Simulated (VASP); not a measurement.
A run of VASP 6.6.1:

File POSCAR:

```
Fe
1.0
   -1.3650158249      1.3650158249      1.3650158249
    1.3650158249     -1.3650158249      1.3650158249
    1.3650158249      1.3650158249     -1.3650158249
Fe
1
Direct
    0.0000000000      0.0000000000      0.0000000000
```

INCAR.step1

```
PREC = Accurate ; ENCUT = 520
ISMEAR = -1 ; SIGMA = 0.1
LREAL = False ; LASPH = True
NELM = 80 ; NBANDS = 10
GGA = PE ; ALGO = Normal
EDIFF = 1E-4 ; LWAVE = True
LCHARG = False
```

Contents of INCAR.step2:

```
PREC = Accurate ; ENCUT = 520
EDIFF = 1E-6 ; ISMEAR = -1
SIGMA = 0.1 ; LREAL = False
LASPH = True ; NELM = 80
ALGO = Normal ; ISIF = 2
LWAVE = False ; LCHARG = False
METAGGA = R2SCAN ; LMIXTAU = True
NBANDS = 10 ; ISTART = 1
```

File KPOINTS:

```
regular mesh
0
Gamma
  26 26 26
```

Potentials or basis: VASP PAW PBE potentials, release 64 (Fe).

The run is started by

```console
$ cat potpaw_PBE.64/Fe/POTCAR > POTCAR
$ cp INCAR.step1 INCAR
$ mpirun -np 1 vasp_std > vasp.out
$ cp INCAR.step2 INCAR
$ mpirun -np 1 vasp_std > vasp.out
```

Hardware: 1 thread of AMD EPYC 9R45 96-Core Processor (Zen 5) (shared host).

Estimate the wall time of this run.

It took 110 s on 1 thread of AMD EPYC 9R45 96-Core Processor (Zen 5), with other jobs on the host, peak memory 0.14 GiB. Counts: k points 511.
